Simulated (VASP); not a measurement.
Write the native input for VASP 6.6.1 that does the following.

| Item | Value |
| --- | --- |
| Task | single point |
| Functional | PBEsol |
| Potentials or basis | VASP PAW PBE potentials, release 64 (Ge_d, Pd) |
| Cutoff | 520 eV |
| k mesh | 11 × 11 × 11 |
| Occupations | fermi-dirac, width 0.02 eV |
| Spin | no spin polarisation |
| Dipole correction | no |
| Further INCAR settings | ALGO = Normal; EDIFF = 1e-06; NBANDS = 34 |

The structure of Ge3Pd lies in POSCAR:

```
Ge3Pd
1.0
    4.0731697362      0.0000000000      0.0000000000
    0.0000000000      4.0731697362      0.0000000000
    0.0000000000      0.0000000000      4.0731697362
Ge Pd
3 1
Direct
    0.0000000000      0.5000000000      0.5000000000
    0.5000000000      0.0000000000      0.5000000000
    0.5000000000      0.5000000000      0.0000000000
    0.0000000000      0.0000000000      0.0000000000
```

These files were run (other wordings do the same):

INCAR

```
SYSTEM = Ge3Pd
ALGO     = Normal         ! electronic algorithm
EDIFF    = 1E-6           ! SCF threshold, eV
ENCUT    = 520            ! plane-wave cutoff, eV
GGA      = PS             ! functional
ISIF     = 2              ! what is computed and relaxed
ISMEAR   = -1             ! smearing method
LASPH    = .TRUE.         ! aspherical terms in the spheres
LCHARG   = .FALSE.        ! write CHGCAR
LREAL    = .FALSE.        ! projectors in reciprocal space
LWAVE    = .FALSE.        ! write WAVECAR
NBANDS   = 34             ! bands
NELM     = 100            ! most SCF steps
PREC     = Accurate       ! precision mode
SIGMA    = 0.02           ! smearing width, eV
```

KPOINTS

```
k-points
0
G
  11 11 11
  0 0 0
```

Potentials or basis: VASP PAW PBE potentials, release 64 (Ge_d, Pd).

Run with:

```bash
$ cat potpaw_PBE.64/Ge_d/POTCAR potpaw_PBE.64/Pd/POTCAR > POTCAR
$ mpirun -np 1 vasp_std > vasp.out
```

It gave:

* Pressure: 0.0 GPa
* Band gap on the k mesh: zero (bands 26 and 27 overlap by 2.14 eV)

Caveat: the PAW data sets were made with another functional, which shifts forces and pressure a little.

It took 68 s on 1 thread of Intel(R) Xeon(R) Platinum 8488C (Sapphire Rapids), on a shared host, peak memory 0.24 GiB.
